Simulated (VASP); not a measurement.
Wanted: the native input for a VASP 6.6.1 run.

| Item | Value |
| --- | --- |
| Task | single point |
| Functional | LDA |
| Potentials or basis | VASP PAW LDA potentials, release 64 (Sb, Ga_d) |
| Cutoff | 520 eV |
| k mesh | 8 × 8 × 8 |
| Occupations | fermi-dirac, width 0.05 eV |
| Spin | no spin polarisation |
| Dipole correction | no |
| Further INCAR settings | ALGO = Normal; EDIFF = 1e-06; NBANDS = 16 |

The structure of GaSb lies in POSCAR:

```
GaSb
1.0
    0.0000000000      3.1189956238      3.1189956238
    3.1189956238      0.0000000000      3.1189956238
    3.1189956238      3.1189956238      0.0000000000
Sb Ga
1 1
Direct
    0.7500000000      0.7500000000      0.7500000000
    0.0000000000      0.0000000000      0.0000000000
```

The input as run:

INCAR

```
ALGO = Normal
EDIFF = 1E-6
ENCUT = 520
GGA = CA
ISIF = 2
ISMEAR = -1
LASPH = True
LCHARG = False
LREAL = False
LWAVE = False
NBANDS = 16
NELM = 100
PREC = Accurate
SIGMA = 0.05
```

KPOINTS

```
k-points
0
Gamma
  8 8 8
```

Potentials or basis: VASP PAW LDA potentials, release 64 (Sb, Ga_d).

The run is started by

```sh
$ cat potpaw_LDA.64/Sb/POTCAR potpaw_LDA.64/Ga_d/POTCAR > POTCAR
$ mpirun -np 1 vasp_std > vasp.out
```

Results of the run:

```
Pressure               : -4.0 GPa
Band gap on the k mesh : zero (filled and empty bands touch)
```

Caveat: spin-orbit coupling is left out, which moves the levels of the heavy elements.

Wall time 56 s on 1 thread of AMD EPYC 7R13, with other jobs on the host, peak memory 0.15 GiB.
